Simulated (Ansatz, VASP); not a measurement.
# MgO in VASP and in Ansatz

File INCAR:

```
SYSTEM = MgO
  PREC = Accurate
  ENCUT = 520
  EDIFF = 1E-7
  ISMEAR = 0
  SIGMA = 0.01
  LREAL = .FALSE.
  LASPH = .TRUE.
  NELM = 80
  ALGO = Normal
  ISIF = 2
  LWAVE = .FALSE.
  LCHARG = .FALSE.
  GGA = PE
  NBANDS = 11
```

Contents of KPOINTS:

```
Automatic mesh
0
G
  4 4 4
  0 0 0
```

POSCAR

```
MgO
1.0
    0.0000000000      2.1021680256      2.1021680256
    2.1021680256      0.0000000000      2.1021680256
    2.1021680256      2.1021680256      0.0000000000
Mg O
1 1
Direct
    0.0000000000      0.0000000000      0.0000000000
    0.5000000000      0.5000000000      0.5000000000
```

Input for Ansatz:

```yaml
crystal:
  lattice:
    - [0.0, 2.1021680256, 2.1021680256]
    - [2.1021680256, 0.0, 2.1021680256]
    - [2.1021680256, 2.1021680256, 0.0]
  atoms:
    - { symbol: Mg, position: [0.0, 0.0, 0.0] }
    - { symbol: O, position: [0.5, 0.5, 0.5] }
kpoints:
  mp_grid: { grid: [4, 4, 4] }
hamiltonian:
  xc: pbe
scf:
  occupations: { method: fixed }
  n_extra_bands: 4
output:
  forces: true
  stress: true
  eigenvalues: true
```

Alike in both runs: task single point; functional PBE; k mesh 4 × 4 × 4; no spin polarisation.

|  | VASP | Ansatz |
| --- | --- | --- |
| version | VASP 6.6.1 | Ansatz 0.2.0 |
| potentials or method | VASP PAW PBE potentials, release 64 (Mg, O) | plane waves |
| plane-wave cutoff (eV) | 520 | 420 |
| occupations | gaussian, width 0.01 eV | fixed |
| valence electrons in the cell | 8 | 16 |

|  | VASP | Ansatz | Ansatz less VASP |
| --- | --- | --- | --- |
| gap on the k mesh at the Fermi level (eV) | 4.77 | 4.79 | +0.017 |
| pressure (GPa) | 4.9 | 5.6 | +0.71 |

VASP's potentials hold 8 valence electrons a cell and Ansatz's 16, so a difference there can come from the potentials and not from the codes.

The k mesh is coarse, so the values compare programs but aren't converged.
